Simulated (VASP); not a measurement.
## GaN: single point with PBE

Crystal: GaN.

```xyz
2
Lattice="0.0000 2.2490 2.2490 2.2490 0.0000 2.2490 2.2490 2.2490 0.0000" Properties=species:S:1:pos:R:3 pbc="T T T"
Ga    0.0000    0.0000    0.0000
N     3.3734    3.3734    3.3734
```

| Quantity | Value |
| --- | --- |
| Program | VASP 6.6.1 |
| Task | single point |
| Functional | PBE |
| Potentials or basis | VASP PAW PBE potentials, release 64 (Ga_d, N) |
| Cutoff | 520 eV |
| k mesh | 6 × 6 × 6 |
| Occupations | gaussian, width 0.01 eV |
| Spin | no spin polarisation |

```
Pressure               : 6.2 GPa
Band gap on the k mesh : 1.76 eV, direct
```

Levels at points of the mesh, in eV from the valence-band top:
| k point | band 7 | band 8 | band 9 | band 10 | band 11 | band 12 |
| --- | --- | --- | --- | --- | --- | --- |
| (0.00, 0.00, 0.00) | 0.00 | 0.00 | 0.00 | 1.76 | 10.34 | 10.34 |
| (0.50, 0.00, 0.00) | -7.08 | -0.98 | -0.98 | 4.68 | 8.76 | 10.39 |
| (0.50, 0.50, 0.00) | -6.15 | -2.72 | -2.72 | 3.35 | 6.70 | 11.75 |

Run time: 19 s on 1 thread of AMD EPYC 7R13 (shared host), peak memory 0.11 GiB.

As with any semilocal functional, this PBE gap is likely too small.
